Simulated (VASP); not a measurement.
A run of VASP 6.6.1 is set up as follows.

INCAR

```
SYSTEM = HfO2
  PREC = Accurate
  ENCUT = 520
  EDIFF = 1E-6
  ISMEAR = 0
  SIGMA = 0.05
  LREAL = .False.
  LASPH = .True.
  NELM = 80
  ALGO = Normal
  ISIF = 2
  LWAVE = .False.
  LCHARG = .False.
  GGA = PE
  NBANDS = 31
```

File KPOINTS:

```
Automatic mesh
0
Gamma
  6 6 4
  0 0 0
```

File POSCAR:

```
HfO2
1.0
    3.1988204958      0.0000000000      0.0000000000
    0.0000000000      3.6043047840      0.0000000000
    0.0000000000      0.0000000000      5.2639672632
Hf O
2 4
Direct
    0.5000000000      0.5000000000      0.5000000000
    0.0000000000      0.0000000000      0.0000000000
    0.0000000000      0.5000000000      0.6932520948
    0.5000000000      0.0000000000      0.8067479052
    0.5000000000      0.0000000000      0.3067479052
    0.0000000000      0.5000000000      0.1932520948
```

Potentials or basis: VASP PAW PBE potentials, release 64 (Hf_pv, O).

Run with:

```console
$ cat potpaw_PBE.64/Hf_pv/POTCAR potpaw_PBE.64/O/POTCAR > POTCAR
$ mpirun -np 1 vasp_std > vasp.out
```

**Question.** Estimate the band gap on the k mesh.

**Answer.** 4.85 eV (least direct gap 4.91 eV).

**Question.** What does it give for the largest force?

**Answer.** 3.680 eV/Å.

Forces in eV/Å, atoms in the order of the input:
```
Hf   0.000  0.000 -3.680
Hf   0.000  0.000  3.680
O    0.000  0.000  2.603
O    0.000  0.000 -2.603
O    0.000  0.000  0.771
O    0.000  0.000 -0.771
```

Caveat: the cell differs from its parent crystal (strain -0.1125 x Voigt [1, 0, 0, 0, 0, 0]); spin-orbit coupling is left out, which moves the levels of the heavy elements; forces of over 1 eV/Å act on the atoms, so gaps and moduli don't describe the material at rest. A k mesh can miss the band edges.
